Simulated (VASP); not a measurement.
Set up this calculation in VASP 6.6.1, as the native input.

| Property | Result |
| --- | --- |
| Task | single point |
| Functional | r2SCAN |
| Potentials or basis | VASP PAW PBE potentials, release 64 (Ti_sv) |
| Cutoff | 520 eV |
| k mesh | 12 × 12 × 14 |
| Occupations | gaussian, width 0.1 eV |
| Spin | no spin polarisation |
| Dipole correction | no |
| Further INCAR settings | ALGO = Normal; EDIFF = 1e-06; NBANDS = 25 |

Crystal: Ti.

```
Ti
1.0
     4.61647    0.00000    0.00000
    -2.30824    3.99798    0.00000
     0.00000    0.00000    2.84875
Ti
3
Direct
  0.00000 0.00000 0.00000
  0.33333 0.66667 0.50000
  0.66667 0.33333 0.50000
```

This cell differs from its parent crystal: volume scaled by 1.03, then relaxed in part.

The input as run:

POSCAR

```
Ti
1.0
    4.6164746971      0.0000000000      0.0000000000
   -2.3082373485      3.9979843636      0.0000000000
    0.0000000000      0.0000000000      2.8487467736
Ti
3
Direct
    0.0000000000      0.0000000000      0.0000000000
    0.3333333333      0.6666666667      0.5000000000
    0.6666666667      0.3333333333      0.5000000000
```

INCAR.step1

```
PREC     = Accurate       # precision mode
ENCUT    = 520            # plane-wave cutoff, eV
ISMEAR   = 0              # smearing method
SIGMA    = 0.1            # smearing width, eV
LREAL    = False          # projectors in reciprocal space
LASPH    = True           # aspherical terms in the spheres
NELM     = 100            # most SCF steps
NBANDS   = 25             # bands
GGA      = PE             # functional
ALGO     = Normal         # electronic algorithm
EDIFF    = 1E-4           # SCF threshold, eV
LWAVE    = True           # write WAVECAR
LCHARG   = False          # write CHGCAR
```

INCAR.step2

```
PREC     = Accurate       # precision mode
ENCUT    = 520            # plane-wave cutoff, eV
EDIFF    = 1E-6           # SCF threshold, eV
ISMEAR   = 0              # smearing method
SIGMA    = 0.1            # smearing width, eV
LREAL    = False          # projectors in reciprocal space
LASPH    = True           # aspherical terms in the spheres
NELM     = 100            # most SCF steps
ALGO     = Normal         # electronic algorithm
ISIF     = 2              # what is computed and relaxed
LWAVE    = False          # write WAVECAR
LCHARG   = False          # write CHGCAR
METAGGA  = R2SCAN         # meta-GGA
LMIXTAU  = True         
NBANDS   = 25             # bands
ISTART   = 1
```

KPOINTS

```
regular mesh
0
Gamma
  12 12 14
```

Potentials or basis: VASP PAW PBE potentials, release 64 (Ti_sv).

Launch:

```sh
$ cat potpaw_PBE.64/Ti_sv/POTCAR > POTCAR
$ cp INCAR.step1 INCAR
$ mpirun -np 1 vasp_std > vasp.out
$ cp INCAR.step2 INCAR
$ mpirun -np 1 vasp_std > vasp.out
```

Results of the run:

| Item | Value |
| --- | --- |
| Pressure | -2.9 GPa |
| Band gap on the k mesh | zero (band 18 reaches 8.34 eV, above the bottom of band 19 at 8.13 eV) |

Caveat: the PAW data sets were made with another functional, which shifts forces and pressure a little.

Run time: 12 min on 1 thread of Intel(R) Xeon(R) Platinum 8259CL CPU @ 2.50GHz (Skylake/Cascade Lake), with other jobs on the host, peak memory 0.28 GiB.
